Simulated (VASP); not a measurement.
# Sb (P6/mmm) in VASP: further runs

Sb is run at these levels: BLYP; tasks: single point.

All numbers are computed with VASP 6.6.1; they aren't measurements. Logs are shortened: lines on timing, memory, paths and dates and some standing lists are left out, and cuts for length are marked.

## Step 1: The cell of the first run

It takes space group P6/mmm (No. 191, hexagonal). Conventional cell: a = 5.399 Å, b = 5.399 Å, c = 3.190 Å, α = 90.00°, β = 90.00°, γ = 120.00°. Within 4.2 Å of Sb (site symmetry 6/mmm) lie 14 Sb at 3.19 to 3.50 Å. Within 4.1 Å of Sb (site symmetry -6m2) lie 11 Sb at 3.12 to 3.50 Å.

## Step 2: Single point, BLYP (volume scaled by 0.88)

INCAR reads:

```
PREC = Accurate
ENCUT = 520
EDIFF = 1E-7
ISMEAR = -1
SIGMA = 0.1
LREAL = False
LASPH = True
NELM = 80
ALGO = Normal
ISIF = 2
LWAVE = False
LCHARG = False
GGA = B5
ALDAX = 1.0
AGGAX = 1.0
AGGAC = 1.0
ALDAC = 0.0
NBANDS = 14
```

KPOINTS reads:

```
Automatic mesh
0
Gamma
  7 7 11
```

POSCAR reads:

```
Sb
1.0
    5.3986786478      0.0000000000      0.0000000000
   -2.6993393239      4.6753928559      0.0000000000
    0.0000000000      0.0000000000      3.1903730333
Sb
3
Direct
    0.0000000000      0.0000000000      1.0000000000
    0.3333333333      0.6666666667      0.5000000000
    0.6666666667      0.3333333333      0.5000000000
```

Potentials or basis: VASP PAW PBE potentials, release 64 (Sb).

Launch:

```bash
cat potpaw_PBE.64/Sb/POTCAR > POTCAR
mpirun -np 1 vasp_std > vasp.out
```

OUTCAR:

```text
PREC = Accurate
   ENCUT = 520
   EDIFF = 1E-7
   ISMEAR = -1
   LREAL = False
   LASPH = True
   NELM = 80
   ISIF = 2
   GGA = B5

 ion  position               nearest neighbor table
   1  0.000  0.000  0.000-   2 3.50   3 3.50   2 3.50   3 3.50   3 3.50   3 3.50   2 3.50   2 3.50
                             3 3.50   3 3.50   2 3.50   2 3.50
   2  0.333  0.667  0.500-   3 3.12   3 3.12   3 3.12   1 3.50   1 3.50   1 3.50   1 3.50   1 3.50
                             1 3.50
   3  0.667  0.333  0.500-   2 3.12   2 3.12   2 3.12   1 3.50   1 3.50   1 3.50   1 3.50   1 3.50
                             1 3.50

  LATTYP: Found a hexagonal cell.
 ALAT       =     5.3986786478
 C/A-ratio  =     0.5909544245

  Lattice vectors:

 A1 = (   5.3986786478,   0.0000000000,   0.0000000000)
 A2 = (  -2.6993393239,   4.6753928559,   0.0000000000)
 A3 = (   0.0000000000,   0.0000000000,   3.1903730333)

Analysis of symmetry for initial positions (statically):
=====================================================================
 Subroutine PRICEL returns:
 Original cell was already a primitive cell.

 Routine SETGRP: Setting up the symmetry group for a
 hexagonal supercell.

 Subroutine GETGRP returns: Found 24 space group operations
 (whereof 24 operations were pure point group operations)
 out of a pool of 24 trial point group operations.

The static configuration has the point symmetry D_6h.

Analysis of symmetry for dynamics (positions and initial velocities):
=====================================================================
 Subroutine PRICEL returns:
 Original cell was already a primitive cell.

 Routine SETGRP: Setting up the symmetry group for a
 hexagonal supercell.

 Subroutine GETGRP returns: Found 24 space group operations
 (whereof 24 operations were pure point group operations)
 out of a pool of 24 trial point group operations.

The dynamic configuration has the point symmetry D_6h.

 Subroutine INISYM returns: Found 24 space group operations
 (whereof 24 operations are pure point group operations),
 and found     1 'primitive' translations

----------------------------------------------------------------------------------------

                                     Primitive cell

  volume of cell :      80.5280

  direct lattice vectors                    reciprocal lattice vectors
     5.398678648  0.000000000  0.000000000     0.185230510  0.106942885  0.000000000
    -2.699339324  4.675392856  0.000000000     0.000000000  0.213885770  0.000000000
     0.000000000  0.000000000  3.190373033     0.000000000  0.000000000  0.313442970

  length of vectors
     5.398678648  5.398678648  3.190373033     0.213885770  0.213885770  0.313442970

  position of ions in fractional coordinates (direct lattice)
     0.000000000  0.000000000  0.000000000
     0.333333333  0.666666667  0.500000000
     0.666666667  0.333333333  0.500000000

  ion indices of the primitive-cell ions
   primitive index   ion index
                 1           1
                 2           2
                 3           3

----------------------------------------------------------------------------------------

 KPOINTS: Automatic mesh

Automatic generation of k-mesh.
 Grid dimensions read from file:
 generate k-points for:    7    7   11

 Generating k-lattice:

  Cartesian coordinates                     Fractional coordinates (reciprocal lattice)
     0.026461501  0.015277555  0.000000000     0.142857143 -0.000000000  0.000000000
     0.000000000  0.030555110  0.000000000     0.000000000  0.142857143  0.000000000
     0.000000000  0.000000000  0.028494815     0.000000000  0.000000000  0.090909091

  Length of vectors
     0.030555110  0.030555110  0.028494815

  Shift w.r.t. Gamma in fractional coordinates (k-lattice)
     0.000000000  0.000000000  0.000000000

 Subroutine IBZKPT returns following result:
 ===========================================

 Found     48 irreducible k-points:

 Following reciprocal coordinates:
            Coordinates               Weight
  0.000000  0.000000  0.000000      1.000000
  0.142857  0.000000  0.000000      6.000000
  0.285714  0.000000  0.000000      6.000000
  0.428571  0.000000  0.000000      6.000000
  0.142857  0.142857  0.000000      6.000000
  0.285714  0.142857  0.000000     12.000000
[... 16 lines left out ...]
  0.428571  0.142857  0.181818     12.000000
  0.285714  0.285714  0.181818     12.000000
 [... further k-points ...]
   k-points           NKPTS =     48   k-points in BZ     NKDIM =     48   number of bands    NBANDS=     14
   number of dos      NEDOS =    301   number of ions     NIONS =      3
   total plane-waves  NPLWV =  38400
   dimension x,y,z NGX =    40 NGY =   40 NGZ =   24
   dimension x,y,z NGXF=    80 NGYF=   80 NGZF=   48
   ions per type =               3
   NGX,Y,Z   is equivalent  to a cutoff of  12.32, 12.32, 12.51 a.u.
   NGXF,Y,Z  is equivalent  to a cutoff of  24.64, 24.64, 25.01 a.u.
 SYSTEM =  unknown system
   PREC   = accura    normal or accurate (medium, high low for compatibility)
   ISTART =      0    job   : 0-new  1-cont  2-samecut
   ICHARG =      2    charge: 1-file 2-atom 10-const
   ISPIN  =      1    spin polarized calculation?
   LNONCOLLINEAR =      F non collinear calculations
   LSORBIT =      F    spin-orbit coupling
   LASPH  =      T    aspherical Exc in radial PAW
   ENCUT  =  520.0 eV  38.22 Ry    6.18 a.u.  10.04 10.04  5.93*2*pi/ulx,y,z
   NELM   =     80;   NELMIN=  2; NELMDL= -5     # of ELM steps
   EDIFF  = 0.1E-06   stopping-criterion for ELM
   LREAL  =      F    real-space projection
   EDIFFG = 0.1E-05   stopping-criterion for IOM
   NSW    =      0    number of steps for IOM
   IBRION =     -1    ionic relax: 0-MD 1-quasi-New 2-CG
   NFREE  =      0    steps in history (QN), initial steepest desc. (CG)
   ISIF   =      2    stress and relaxation
   ISYM   =      2    0-nonsym 1-usesym 2-fastsym
   POTIM  = 0.5000    time-step for ionic-motion
   TEBEG  =    0.0;   TEEND  =   0.0 temperature during run
   PSTRESS=    0.0 pullay stress
   NELECT =      15.0000    total number of electrons
   NUPDOWN=      -1.0000    fix difference up-down
   EMIN   =  10.00;   EMAX   =-10.00  energy-range for DOS
   EFERMI =   0.00;   METHOD = LEGACY
   ISMEAR =    -1;   SIGMA  =   0.10  broadening in eV -4-tet -1-fermi 0-gaus
   EFERMI_NEDOS =   21; number of points for ismear=-14 and -15
   IALGO  =     38    algorithm
   IMIX   =      4    mixing-type and parameters
     AMIX     =   0.40;   BMIX     =  1.00
     AMIX_MAG =   1.60;   BMIX_MAG =  1.00
  volume/ion in A,a.u.               =      26.84       181.14
  Fermi-wavevector in a.u.,A,eV,Ry     =   0.934953  1.766804 11.893346  0.874136
  Thomas-Fermi vector in A             =   2.061810
   LORBIT       =      0    0 simple, 1 ext, 2 COOP (PROOUT), +10 PAW based schemes
   GGA     = B5    functional components
   LHFCALC =     F    Hartree Fock is set to
   AEXX    =    0.0000 exact exchange contribution
   IVDW    =     0    specifies the selected vdW correction
   LEPSILON=     F    determine dielectric tensor
   LRPA    =     F    only Hartree local field effects (RPA)
 non-spin polarized calculation
  energy-cutoff  :      520.00
  volume of cell :       80.53
 maximum number of plane-waves:      2187
   NGX = 21   NGY = 21   NGZ = 11

 number of electron      15.0000001 magnetization

 Free energy of the ion-electron system (eV)
  ---------------------------------------------------
  ext. energy  EPLUGINS =         0.00000000
  ---------------------------------------------------
  free energy    TOTEN  =        -8.83814245 eV

  energy without entropy =       -8.76553461  energy(sigma->0) =       -8.80183853

 E-fermi :   9.0412     XC(G=0):  -9.5598

 val. band max:        9.0306301905   @ k =   0.2857   0.2857   0.2727
 cond. band min:       9.0573097667   @ k =   0.4286   0.0000   0.2727
 fundamental gap:      0.0266795762
 Fermi energy:         9.0412089020

 k-point     1 :       0.0000    0.0000    0.0000
  band No.  band energies     occupation
      1      -3.9310      2.00000
      2       0.5564      2.00000
      3       0.7546      2.00000
      4       5.0582      2.00000
      5       5.0582      2.00000
      6       5.3272      2.00000
      7       5.3272      2.00000
      8      10.7596      0.00000
      9      14.1428      0.00000
     10      14.1428      0.00000
     11      14.7226      0.00000
     12      14.7421      0.00000
     13      14.9670      0.00000
     14      19.4082      0.00000

 k-point     2 :       0.1429    0.0000    0.0000
  band No.  band energies     occupation
      1      -3.7930      2.00000
      2       0.2434      2.00000
      3       0.4570      2.00000
      4       4.3089      2.00000
      5       4.8410      2.00000
      6       6.3413      2.00000
      7       6.6832      2.00000
      8      10.9024      0.00000
      9      13.0881      0.00000
     10      13.7489      0.00000
     11      14.4698      0.00000
     12      14.5610      0.00000
     13      15.0937      0.00000
     14      18.8103      0.00000

 k-point     3 :       0.2857    0.0000    0.0000
  band No.  band energies     occupation
      1      -3.3817      2.00000
      2      -0.7188      2.00000
      3       0.1067      2.00000
      4       3.7209      2.00000
      5       5.6570      2.00000
      6       7.7134      2.00000
      7       8.6943      1.93960
      8      11.0679      0.00000
      9      11.3215      0.00000
     10      12.5892      0.00000
     11      13.7428      0.00000
     12      14.2661      0.00000
     13      15.4456      0.00000
     14      17.5424      0.00000
[... 324 lines left out ...]
 k-point    23 :       0.4286    0.1429    0.1818
  band No.  band energies     occupation
      1      -1.7830      2.00000
      2      -1.6502      2.00000
      3      -0.1515      2.00000
      4       4.4974      2.00000
      5       7.4056      2.00000
      6       7.7949      1.99999
      7       9.0864      0.77771
      8       9.3313      0.10418
      9      10.4274      0.00000
     10      11.1790      0.00000
     11      11.4388      0.00000
     12      11.8244      0.00000
     13      15.8133      0.00000
     14      16.0325      0.00000

 k-point    24 :       0.2857    0.2857    0.1818
  band No.  band energies     occupation
      1      -1.8524      2.00000
      2      -1.0160      2.00000
      3      -0.9329      2.00000
      4       5.6964      2.00000
      5       6.1732      2.00000
      6       7.6892      2.00000
      7       8.8982      1.61389
      8       9.5464      0.01271
      9      10.0536      0.00008
     10      11.6583      0.00000
     11      11.6816      0.00000
     12      12.3997      0.00000
     13      16.4860      0.00000
     14      16.5706      0.00000

 [... further k-points ...]
[... 5 lines left out ...]
  --------------------------------------------------------------------------------------
  -------------------------------------------------------------------------------------
  Total        3.5871818      3.5871818      4.1005313     -0.0000000      0.0000000      0.0000000
  in kB       71.3702011     71.3702011     81.5837491     -0.0000000      0.0000000      0.0000000
  external PRESSURE =      74.7747171 kB  Pullay stress =       0.0000000 kB

 VOLUME and BASIS-vectors are now :
 -----------------------------------------------------------------------------
  energy-cutoff  :      520.00
  volume of cell :       80.53
      direct lattice vectors                 reciprocal lattice vectors
     5.398678648  0.000000000  0.000000000     0.185230510  0.106942885  0.000000000
    -2.699339324  4.675392856  0.000000000     0.000000000  0.213885770  0.000000000
     0.000000000  0.000000000  3.190373033     0.000000000  0.000000000  0.313442970

 POSITION                                       TOTAL-FORCE (eV/Angst)
 -----------------------------------------------------------------------------------
      0.00000      0.00000      0.00000         0.000000      0.000000     -0.000000
     -0.00000      3.11693      1.59519        -0.000000      0.000000     -0.000000
      2.69934      1.55846      1.59519         0.000000     -0.000000      0.000000
 -----------------------------------------------------------------------------------
    total drift:                                0.000000     -0.000000      0.000000

  FREE ENERGIE OF THE ION-ELECTRON SYSTEM (eV)
  ---------------------------------------------------
  free  energy   TOTEN  =        -8.8381424501 eV

  energy  without entropy=       -8.7655346149  energy(sigma->0) =       -8.80183853
```

Run time: 38 s. Hardware: 1 thread of AMD EPYC 7R13 (Zen 3), shared host; peak memory 0.17 GiB.

Results:

```yaml
Free_energy: -8.8381 eV
Pressure: 7.5 GPa
```

Caveat: the PAW data sets were made with another functional, which shifts forces and pressure a little; spin-orbit coupling is left out, which moves the levels of the heavy elements.

## Step 3: Single point, BLYP (volume scaled by 0.92)

INCAR reads:

```
  PREC = Accurate
  ENCUT = 520
  EDIFF = 1E-6
  ISMEAR = -1
  SIGMA = 0.1
  LREAL = F
  LASPH = T
  NELM = 60
  ALGO = Normal
  ISIF = 2
  LWAVE = F
  LCHARG = F
  GGA = B5
  ALDAX = 1.0
  AGGAX = 1.0
  AGGAC = 1.0
  ALDAC = 0.0
  NBANDS = 14
```

KPOINTS is that of step 2.

POSCAR reads:

```
Sb
1.0
    5.4792678223      0.0000000000      0.0000000000
   -2.7396339111      4.7451851283      0.0000000000
    0.0000000000      0.0000000000      3.2379975626
Sb
3
Direct
    0.0000000000      0.0000000000      1.0000000000
    0.3333333333      0.6666666667      0.5000000000
    0.6666666667      0.3333333333      0.5000000000
```

Potentials or basis: VASP PAW PBE potentials, release 64 (Sb).

Launch:

```bash
cat potpaw_PBE.64/Sb/POTCAR > POTCAR
mpirun -np 1 vasp_std > vasp.out
```

OUTCAR:

```text
PREC = Accurate
   ENCUT = 520
   EDIFF = 1E-6
   ISMEAR = -1
   LREAL = F
   LASPH = T
   NELM = 60
   ISIF = 2
   GGA = B5

 ion  position               nearest neighbor table
   1  0.000  0.000  0.000-   2 3.55   3 3.55   2 3.55   3 3.55   3 3.55   3 3.55   2 3.55   2 3.55
                             3 3.55   3 3.55   2 3.55   2 3.55
   2  0.333  0.667  0.500-   3 3.16   3 3.16   3 3.16   1 3.55   1 3.55   1 3.55   1 3.55   1 3.55
                             1 3.55
   3  0.667  0.333  0.500-   2 3.16   2 3.16   2 3.16   1 3.55   1 3.55   1 3.55   1 3.55   1 3.55
                             1 3.55

  LATTYP: Found a hexagonal cell.
[... 598 lines left out ...]
     14      15.8898      0.00000

 [... further k-points ...]
[... 5 lines left out ...]
  --------------------------------------------------------------------------------------
  -------------------------------------------------------------------------------------
  Total        2.1865089      2.1865089      2.5863496      0.0000000      0.0000000      0.0000000
  in kB       41.6111410     41.6111410     49.2204523      0.0000000      0.0000000      0.0000000
  external PRESSURE =      44.1475781 kB  Pullay stress =       0.0000000 kB

 VOLUME and BASIS-vectors are now :
 -----------------------------------------------------------------------------
  energy-cutoff  :      520.00
  volume of cell :       84.19
      direct lattice vectors                 reciprocal lattice vectors
     5.479267822  0.000000000  0.000000000     0.182506136  0.105369967  0.000000000
    -2.739633911  4.745185128  0.000000000     0.000000000  0.210739934  0.000000000
     0.000000000  0.000000000  3.237997563     0.000000000  0.000000000  0.308832845

 POSITION                                       TOTAL-FORCE (eV/Angst)
 -----------------------------------------------------------------------------------
      0.00000      0.00000      0.00000         0.000000      0.000000      0.000000
     -0.00000      3.16346      1.61900         0.000000     -0.000000      0.000000
      2.73963      1.58173      1.61900        -0.000000      0.000000     -0.000000
 -----------------------------------------------------------------------------------
    total drift:                               -0.000000      0.000000     -0.000000

  FREE ENERGIE OF THE ION-ELECTRON SYSTEM (eV)
  ---------------------------------------------------
  free  energy   TOTEN  =        -8.9726753639 eV

  energy  without entropy=       -8.8954715159  energy(sigma->0) =       -8.93407344
```

stdout:

```text
POSCAR found type information on POSCAR Sb
 POSCAR found :  1 types and       3 ions
 scaLAPACK will be used
 -----------------------------------------------------------------------------
|                                                                             |
|                                                                             |
|     You enforced a specific xc type in the INCAR file but a different       |
|     I HOPE YOU KNOW WHAT YOU ARE DOING!                                     |
|                                                                             |
 -----------------------------------------------------------------------------

 LDA part: xc-table for (Slater(with rela. corr.)+VWN5), standard interpolation
 POSCAR, INCAR and KPOINTS ok, starting setup
 FFT: planning ... GRIDC
 FFT: planning ... GRID_SOFT
 FFT: planning ... GRID
 WAVECAR not read
 entering main loop
```

Run time: 36 s. Hardware: 1 thread of AMD EPYC 7R13 (Zen 3), shared host; peak memory 0.18 GiB.

What came out:

```
Free energy : -8.9727 eV
Pressure    : 4.4 GPa
```

Caveat: the PAW data sets were made with another functional, which shifts forces and pressure a little; spin-orbit coupling is left out, which moves the levels of the heavy elements.

[end of part 1 of 2]
